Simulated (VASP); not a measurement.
# Cu (I4/mmm) in VASP: single point with PBEsol

Aim: the single point of Cu with PBEsol.

Program: VASP 6.6.1. These are calculated values, not measurements. Logs are shortened: lines on timing, memory, paths and dates and some standing lists are left out, and cuts for length are marked.

### Step 1. The cell of the first run

The structure is tetragonal, space group I4/mmm (No. 139). The conventional cell has a = 2.842 Å, b = 2.842 Å, c = 2.752 Å, α = 90.00°, β = 90.00°, γ = 90.00°. Within 3.2 Å of Cu (site symmetry 4/mmm) lie 14 Cu at 2.44 to 2.84 Å.

### Step 2. Single point, PBEsol (strain -0.015 along x and y, +0.000 along z)

INCAR

```
ALGO     = Normal         # electronic algorithm
EDIFF    = 1E-6           # SCF threshold, eV
ENCUT    = 820            # plane-wave cutoff, eV
GGA      = PS             # functional
GGA_COMPAT= False        
ISIF     = 2              # what is computed and relaxed
ISMEAR   = 0              # smearing method
LASPH    = True           # aspherical terms in the spheres
LCHARG   = False          # write CHGCAR
LREAL    = False          # projectors in reciprocal space
LWAVE    = False          # write WAVECAR
NBANDS   = 16             # bands
NELM     = 120            # most SCF steps
PREC     = Accurate       # precision mode
SIGMA    = 0.15           # smearing width, eV
```

KPOINTS

```
k-points
0
Gamma
  24 24 24
```

POSCAR

```
Cu
1.0
   -1.4211514202      1.4211514202      1.3760814500
    1.4211514202     -1.4211514202      1.3760814500
    1.4211514202      1.4211514202     -1.3760814500
Cu
1
Direct
    0.0000000000      0.0000000000      0.0000000000
```

Potentials or basis: VASP PAW PBE potentials, release 64 (Cu_sv_GW).

The run is started by

```
$ cat potpaw_PBE.64/Cu_sv_GW/POTCAR > POTCAR
$ mpirun -np 1 vasp_std > vasp.out
```

OUTCAR:

```text
EDIFF = 1E-6
   ENCUT = 820
   GGA = PS
   ISIF = 2
   ISMEAR = 0
   LASPH = True
   LREAL = False
   NELM = 120
   PREC = Accurate

 ion  position               nearest neighbor table
   1  0.000  0.000  0.000-

  LATTYP: Found a body centered tetragonal cell.
 ALAT       =     2.8423028404
 C/A-ratio  =     0.9682862997

  Lattice vectors:

 A1 = (  -1.4211514202,   1.4211514202,   1.3760814500)
 A2 = (   1.4211514202,  -1.4211514202,   1.3760814500)
 A3 = (   1.4211514202,   1.4211514202,  -1.3760814500)

Analysis of symmetry for initial positions (statically):
=====================================================================
 Subroutine PRICEL returns:
 Original cell was already a primitive cell.

 Routine SETGRP: Setting up the symmetry group for a
 body centered tetragonal supercell.

 Subroutine GETGRP returns: Found 16 space group operations
 (whereof 16 operations were pure point group operations)
 out of a pool of 16 trial point group operations.

The static configuration has the point symmetry D_4h.

Analysis of symmetry for dynamics (positions and initial velocities):
=====================================================================
 Subroutine PRICEL returns:
 Original cell was already a primitive cell.

 Routine SETGRP: Setting up the symmetry group for a
 body centered tetragonal supercell.

 Subroutine GETGRP returns: Found 16 space group operations
 (whereof 16 operations were pure point group operations)
 out of a pool of 16 trial point group operations.

The dynamic configuration has the point symmetry D_4h.

 Subroutine INISYM returns: Found 16 space group operations
 (whereof 16 operations are pure point group operations),
 and found     1 'primitive' translations

----------------------------------------------------------------------------------------

                                     Primitive cell

  volume of cell :      11.1169

  direct lattice vectors                    reciprocal lattice vectors
    -1.421151420  1.421151420  1.376081450     0.000000000  0.351827394  0.363350585
     1.421151420 -1.421151420  1.376081450     0.351827394  0.000000000  0.363350585
     1.421151420  1.421151420 -1.376081450     0.351827394  0.351827394  0.000000000

  length of vectors
     2.435763304  2.435763304  2.435763304     0.505772837  0.505772837  0.497559072

  position of ions in fractional coordinates (direct lattice)
     0.000000000  0.000000000  0.000000000

  ion indices of the primitive-cell ions
   primitive index   ion index
                 1           1

----------------------------------------------------------------------------------------

 KPOINTS: k-points

Automatic generation of k-mesh.
 Grid dimensions read from file:
 generate k-points for:   24   24   24

 Generating k-lattice:

  Cartesian coordinates                     Fractional coordinates (reciprocal lattice)
     0.000000000  0.014659475  0.015139608     0.041666667  0.000000000  0.000000000
     0.014659475  0.000000000  0.015139608     0.000000000  0.041666667  0.000000000
     0.014659475  0.014659475  0.000000000     0.000000000  0.000000000  0.041666667

  Length of vectors
     0.021073868  0.021073868  0.020731628

  Shift w.r.t. Gamma in fractional coordinates (k-lattice)
     0.000000000  0.000000000  0.000000000

 Subroutine IBZKPT returns following result:
 ===========================================

 Found   1063 irreducible k-points:

 Following reciprocal coordinates:
            Coordinates               Weight
  0.000000  0.000000  0.000000      1.000000
  0.041667  0.000000  0.000000      8.000000
  0.083333  0.000000 -0.000000      8.000000
  0.125000 -0.000000  0.000000      8.000000
  0.166667  0.000000  0.000000      8.000000
  0.208333  0.000000  0.000000      8.000000
[... 16 lines left out ...]
  0.416667  0.041667 -0.000000     16.000000
  0.458333  0.041667  0.000000     16.000000
 [... further k-points ...]
   k-points           NKPTS =   1063   k-points in BZ     NKDIM =   1063   number of bands    NBANDS=     16
   number of dos      NEDOS =    301   number of ions     NIONS =      1
   total plane-waves  NPLWV =  13824
   dimension x,y,z NGX =    24 NGY =   24 NGZ =   24
   dimension x,y,z NGXF=    48 NGYF=   48 NGZF=   48
   ions per type =               1
   NGX,Y,Z   is equivalent  to a cutoff of  16.38, 16.38, 16.38 a.u.
   NGXF,Y,Z  is equivalent  to a cutoff of  32.76, 32.76, 32.76 a.u.
 SYSTEM =  unknown system
   PREC   = accura    normal or accurate (medium, high low for compatibility)
   ISTART =      0    job   : 0-new  1-cont  2-samecut
   ICHARG =      2    charge: 1-file 2-atom 10-const
   ISPIN  =      1    spin polarized calculation?
   LNONCOLLINEAR =      F non collinear calculations
   LSORBIT =      F    spin-orbit coupling
   LASPH  =      T    aspherical Exc in radial PAW
   ENCUT  =  820.0 eV  60.27 Ry    7.76 a.u.   5.69  5.69  5.69*2*pi/ulx,y,z
   NELM   =    120;   NELMIN=  2; NELMDL= -5     # of ELM steps
   EDIFF  = 0.1E-05   stopping-criterion for ELM
   LREAL  =      F    real-space projection
   EDIFFG = 0.1E-04   stopping-criterion for IOM
   NSW    =      0    number of steps for IOM
   IBRION =     -1    ionic relax: 0-MD 1-quasi-New 2-CG
   NFREE  =      0    steps in history (QN), initial steepest desc. (CG)
   ISIF   =      2    stress and relaxation
   ISYM   =      2    0-nonsym 1-usesym 2-fastsym
   POTIM  = 0.5000    time-step for ionic-motion
   TEBEG  =    0.0;   TEEND  =   0.0 temperature during run
   PSTRESS=    0.0 pullay stress
   NELECT =      19.0000    total number of electrons
   NUPDOWN=      -1.0000    fix difference up-down
   EMIN   =  10.00;   EMAX   =-10.00  energy-range for DOS
   EFERMI =   0.00;   METHOD = LEGACY
   ISMEAR =     0;   SIGMA  =   0.15  broadening in eV -4-tet -1-fermi 0-gaus
   EFERMI_NEDOS =   21; number of points for ismear=-14 and -15
   IALGO  =     38    algorithm
   IMIX   =      4    mixing-type and parameters
     AMIX     =   0.40;   BMIX     =  1.00
     AMIX_MAG =   1.60;   BMIX_MAG =  1.00
  volume/ion in A,a.u.               =      11.12        75.02
  Fermi-wavevector in a.u.,A,eV,Ry     =   1.957332  3.698820 52.125922  3.831147
  Thomas-Fermi vector in A             =   2.983226
   LORBIT       =      0    0 simple, 1 ext, 2 COOP (PROOUT), +10 PAW based schemes
   GGA     = PS    functional components
   LHFCALC =     F    Hartree Fock is set to
   AEXX    =    0.0000 exact exchange contribution
   IVDW    =     0    specifies the selected vdW correction
   LEPSILON=     F    determine dielectric tensor
   LRPA    =     F    only Hartree local field effects (RPA)
 non-spin polarized calculation
 Gauss-broadening in eV      SIGMA  =   0.15
  energy-cutoff  :      820.00
  volume of cell :       11.12
 maximum number of plane-waves:       608
   NGX = 11   NGY = 11   NGZ = 11

 number of electron      19.0000003 magnetization

 Free energy of the ion-electron system (eV)
  ---------------------------------------------------
  ext. energy  EPLUGINS =         0.00000000
  ---------------------------------------------------
  free energy    TOTEN  =        -4.34709933 eV

  energy without entropy =       -4.34291498  energy(sigma->0) =       -4.34500716

 E-fermi :   8.1751     XC(G=0): -13.9469

 val. band max:        8.1686325435   @ k =   0.5000   0.2917   0.0833
 cond. band min:       8.1860449130   @ k =  -0.2917  -0.2917   0.2083
 fundamental gap:      0.0174123695
 Fermi energy:         8.1750652506

 k-point     1 :       0.0000    0.0000    0.0000
  band No.  band energies     occupation
      1    -104.2489      2.00000
      2     -61.6952      2.00000
      3     -61.6925      2.00000
      4     -61.6925      2.00000
      5      -1.7450      2.00000
      6       4.7958      2.00000
[... 8 lines left out ...]
     15      37.7466      0.00000
     16      37.7466      0.00000

 k-point     2 :       0.0417    0.0000    0.0000
  band No.  band energies     occupation
      1    -104.2486      2.00000
      2     -61.6968      2.00000
      3     -61.6934      2.00000
      4     -61.6934      2.00000
      5      -1.6741      2.00000
      6       4.8008      2.00000
[... 8 lines left out ...]
     15      36.7162      0.00000
     16      37.0480      0.00000

 k-point     3 :       0.0833    0.0000   -0.0000
  band No.  band energies     occupation
      1    -104.2474      2.00000
      2     -61.7034      2.00000
      3     -61.6960      2.00000
      4     -61.6937      2.00000
      5      -1.4628      2.00000
      6       4.7864      2.00000
[... 8 lines left out ...]
     15      35.8394      0.00000
     16      36.5705      0.00000

 k-point     4 :       0.1250   -0.0000    0.0000
  band No.  band energies     occupation
      1    -104.2457      2.00000
      2     -61.7146      2.00000
      3     -61.7001      2.00000
      4     -61.6938      2.00000
      5      -1.1156      2.00000
      6       4.7309      2.00000
[... 8 lines left out ...]
     15      35.1222      0.00000
     16      36.7013      0.00000

 k-point     5 :       0.1667    0.0000    0.0000
  band No.  band energies     occupation
      1    -104.2435      2.00000
      2     -61.7294      2.00000
      3     -61.7054      2.00000
      4     -61.6937      2.00000
      5      -0.6414      2.00000
      6       4.6476      2.00000
[... 8 lines left out ...]
     15      34.5471      0.00000
     16      37.1774      0.00000

 k-point     6 :       0.2083    0.0000    0.0000
  band No.  band energies     occupation
      1    -104.2409      2.00000
      2     -61.7464      2.00000
      3     -61.7116      2.00000
      4     -61.6937      2.00000
      5      -0.0561      2.00000
      6       4.5479      2.00000
[... 8 lines left out ...]
     15      34.0993      0.00000
     16      37.8797      0.00000

 k-point     7 :       0.2500   -0.0000    0.0000
  band No.  band energies     occupation
      1    -104.2381      2.00000
      2     -61.7647      2.00000
      3     -61.7183      2.00000
      4     -61.6937      2.00000
      5       0.6115      2.00000
      6       4.4410      2.00000
[... 8 lines left out ...]
     15      33.7632      0.00000
     16      38.7566      0.00000

 k-point     8 :       0.2917    0.0000    0.0000
  band No.  band energies     occupation
      1    -104.2353      2.00000
      2     -61.7828      2.00000
      3     -61.7251      2.00000
      4     -61.6938      2.00000
      5       1.3073      2.00000
      6       4.3348      2.00000
[... 8 lines left out ...]
     15      33.5230      0.00000
     16      39.7719      0.00000

 k-point     9 :       0.3333    0.0000   -0.0000
  band No.  band energies     occupation
      1    -104.2328      2.00000
      2     -61.7997      2.00000
      3     -61.7314      2.00000
      4     -61.6937      2.00000
      5       1.9367      2.00000
      6       4.2367      2.00000
[... 8 lines left out ...]
     15      33.3615      0.00000
     16      40.8750      0.00000
[... 172 lines left out ...]
 k-point    19 :       0.2500    0.0417    0.0000
  band No.  band energies     occupation
      1    -104.2365      2.00000
      2     -61.7747      2.00000
      3     -61.7216      2.00000
      4     -61.6950      2.00000
      5       1.0165      2.00000
      6       4.3897      2.00000
[... 8 lines left out ...]
     15      34.0792      0.00000
     16      38.5047      0.00000

 k-point    20 :       0.2917    0.0417    0.0000
  band No.  band energies     occupation
      1    -104.2339      2.00000
      2     -61.7921      2.00000
      3     -61.7283      2.00000
      4     -61.6950      2.00000
      5       1.6899      2.00000
      6       4.2869      2.00000
[... 8 lines left out ...]
     15      33.8608      0.00000
     16      39.3993      0.00000

 k-point    21 :       0.3333    0.0417    0.0000
  band No.  band energies     occupation
      1    -104.2315      2.00000
      2     -61.8075      2.00000
      3     -61.7344      2.00000
      4     -61.6949      2.00000
      5       2.2356      2.00000
      6       4.1960      2.00000
[... 8 lines left out ...]
     15      33.7205      0.00000
     16      40.3149      0.00000

 k-point    22 :       0.3750    0.0417   -0.0000
  band No.  band energies     occupation
      1    -104.2295      2.00000
      2     -61.8200      2.00000
      3     -61.7394      2.00000
      4     -61.6949      2.00000
      5       2.5717      2.00000
      6       4.1227      2.00000
[... 8 lines left out ...]
     15      33.6399      0.00000
     16      41.1839      0.00000

 k-point    23 :       0.4167    0.0417   -0.0000
  band No.  band energies     occupation
      1    -104.2282      2.00000
      2     -61.8289      2.00000
      3     -61.7429      2.00000
      4     -61.6949      2.00000
      5       2.7293      2.00000
      6       4.0715      2.00000
[... 8 lines left out ...]
     15      33.6026      0.00000
     16      41.9310      0.00000

 k-point    24 :       0.4583    0.0417    0.0000
  band No.  band energies     occupation
      1    -104.2275      2.00000
      2     -61.8336      2.00000
      3     -61.7447      2.00000
      4     -61.6949      2.00000
      5       2.7855      2.00000
      6       4.0454      2.00000
[... 8 lines left out ...]
     15      33.5959      0.00000
     16      42.4930      0.00000

 [... further k-points ...]

------------------------ aborting loop because EDIFF is reached ----------------------------------------

  FORCE on cell =-STRESS in cart. coord.  units (eV):
  Direction    XX          YY          ZZ          XY          YZ          ZX
  --------------------------------------------------------------------------------------
  -------------------------------------------------------------------------------------
  Total        0.2047181      0.2047181      0.2030903      0.0000000      0.0000000      0.0000000
  in kB       29.5040743     29.5040743     29.2694706      0.0000000      0.0000000      0.0000000
  external PRESSURE =      29.4258730 kB  Pullay stress =       0.0000000 kB

 VOLUME and BASIS-vectors are now :
 -----------------------------------------------------------------------------
  energy-cutoff  :      820.00
  volume of cell :       11.12
      direct lattice vectors                 reciprocal lattice vectors
    -1.421151420  1.421151420  1.376081450     0.000000000  0.351827394  0.363350585
     1.421151420 -1.421151420  1.376081450     0.351827394  0.000000000  0.363350585
     1.421151420  1.421151420 -1.376081450     0.351827394  0.351827394  0.000000000

 POSITION                                       TOTAL-FORCE (eV/Angst)
 -----------------------------------------------------------------------------------
      0.00000      0.00000      0.00000         0.000000     -0.000000      0.000000
 -----------------------------------------------------------------------------------
    total drift:                                0.000000      0.000000      0.000000

  FREE ENERGIE OF THE ION-ELECTRON SYSTEM (eV)
  ---------------------------------------------------
  free  energy   TOTEN  =        -4.3470993331 eV

  energy  without entropy=       -4.3429149784  energy(sigma->0) =       -4.34500716
```

It took 5.1 min on 1 thread of AMD EPYC 7R43 (Zen 3), shared host; peak memory 0.49 GiB.

What came out:

* Free energy: -4.3471 eV
* Pressure: 2.9 GPa
* Band gap on the k mesh: zero (an odd number of electrons rules out a gap without spin polarisation)

Levels at points of the mesh, in eV from the Fermi level:
```csv
k point,band 8,band 9,band 10,band 11,band 12,band 13
"(0.00, 0.00, 0.00)",-3.24,-2.24,-2.09,25.33,25.33,26.15
"(0.50, 0.00, 0.00)",-1.98,-1.34,-0.75,4.78,17.66,17.89
"(0.50, 0.50, 0.00)",-2.07,-1.36,-1.01,4.42,18.51,18.87
"(0.50, 0.50, 0.50)",-1.55,-1.51,7.95,7.95,9.22,13.73
```

Caveat: the cell differs from its parent crystal (strain -0.015 along x and y, +0.000 along z); the PAW data sets were made with another functional, which shifts forces and pressure a little.
